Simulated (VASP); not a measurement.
Set up this calculation in VASP 6.6.1, as the native input.

```
Task                   : single point
Functional             : PBEsol
Potentials or basis    : VASP PAW PBE potentials, release 64 (Mg)
Cutoff                 : 520 eV
k mesh                 : 18 × 18 × 18
Occupations            : gaussian, width 0.15 eV
Spin                   : no spin polarisation
Dipole correction      : no
Further INCAR settings : ALGO = Normal; EDIFF = 1e-06; NBANDS = 7
```

The structure of Mg lies in POSCAR:

```
Mg
1.0
   -1.6944000000      1.6944000000      1.5622000000
    1.6944000000     -1.6944000000      1.5622000000
    1.6944000000      1.6944000000     -1.5622000000
Mg
1
Direct
    0.0000000000      0.0000000000      0.0000000000
```

One way to write it, as run:

INCAR

```
SYSTEM = Mg
  ALGO = Normal
  EDIFF = 1E-6
  ENCUT = 520
  GGA = PS
  ISIF = 2
  ISMEAR = 0
  LASPH = .True.
  LCHARG = .True.
  LELF = .True.
  LREAL = .False.
  LVHAR = .True.
  LWAVE = .False.
  NBANDS = 7
  NELM = 60
  PREC = Accurate
  SIGMA = 0.15
```

KPOINTS

```
k-points
0
Gamma
  18 18 18
  0 0 0
```

Potentials or basis: VASP PAW PBE potentials, release 64 (Mg).

Launch:

```console
$ cat potpaw_PBE.64/Mg/POTCAR > POTCAR
$ mpirun -np 1 vasp_std > vasp.out
```

It gave:

```json
{
 "Pressure": "13.1 GPa",
 "Band gap on the k mesh": "zero (bands 1 and 2 overlap by 4.87 eV)"
}
```

Caveat: the cell stands under pressure; the PAW data sets were made with another functional, which shifts forces and pressure a little.

Wall time 34 s on 1 thread of Intel(R) Xeon(R) Platinum 8259CL CPU @ 2.50GHz (Skylake/Cascade Lake), with other jobs on the host, peak memory 0.19 GiB.
